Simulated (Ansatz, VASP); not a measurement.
BeS: VASP beside Ansatz

```
Be S
1.0
     3.30024    0.00000    0.00000
    -1.65012    2.85809    0.00000
     0.00000    0.00000    5.25522
Be S
2 2
Direct
  0.00000 0.00000 0.00000
  0.00000 0.00000 0.50000
  0.33333 0.66667 0.25000
  0.66667 0.33333 0.75000
```

Alike in both runs: task single point; functional PBE; k mesh 12 × 12 × 6; no spin polarisation.

```csv
,VASP,Ansatz
version,VASP 6.6.1,Ansatz 0.2.0
potentials or method,"VASP PAW PBE potentials, release 64 (Be, S)","plane waves, PAW"
plane-wave cutoff (eV),520,420
occupations,"gaussian, width 0.01 eV",fixed
valence electrons in the cell,16,16
```

|  | VASP | Ansatz | Ansatz less VASP |
| --- | --- | --- | --- |
| gap on the k mesh at the Fermi level (eV) | 1.47 | 1.46 | -0.008 |
| pressure (GPa) | -0.2 | -0.1 | +0.08 |
| traceless stress, the component that is largest in VASP (GPa) | -0.22 | -0.22 | +0.001 |
